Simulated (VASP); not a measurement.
Here is a VASP 6.6.1 calculation.

INCAR

```
  PREC = Accurate
  ENCUT = 520
  EDIFF = 1E-7
  ISMEAR = 0
  SIGMA = 0.01
  LREAL = False
  LASPH = True
  NELM = 60
  ALGO = Normal
  ISIF = 2
  LWAVE = False
  LCHARG = False
  GGA = PE
  NBANDS = 24
```

File KPOINTS:

```
regular mesh
0
Gamma
  12 12 4
```

Contents of POSCAR:

```
SrO
1.0
    3.5632380138      0.0000000000      0.0000000000
   -1.7816190069      3.0858546397      0.0000000000
    0.0000000000      0.0000000000      6.2551048216
Sr O
2 2
Direct
    0.0000000000      0.0000000000      0.0000000000
    0.0000000000      0.0000000000      0.5000000000
    0.3333333333      0.6666666667      0.2500000000
    0.6666666667      0.3333333333      0.7500000000
```

Potentials or basis: VASP PAW PBE potentials, release 64 (Sr_sv, O).

Command:

```console
$ cat potpaw_PBE.64/Sr_sv/POTCAR potpaw_PBE.64/O/POTCAR > POTCAR
$ mpirun -np 1 vasp_std > vasp.out
```

Task: Predict the band gap on the k mesh.

Result: 3.40 eV, direct.

Task: Predict the pressure.

Result: 2.6 GPa.

Stress tensor (GPa, compression positive):
```
2.34 0.00 0.00
0.00 2.34 0.00
0.00 0.00 2.98
```

A k mesh can miss the band edges.
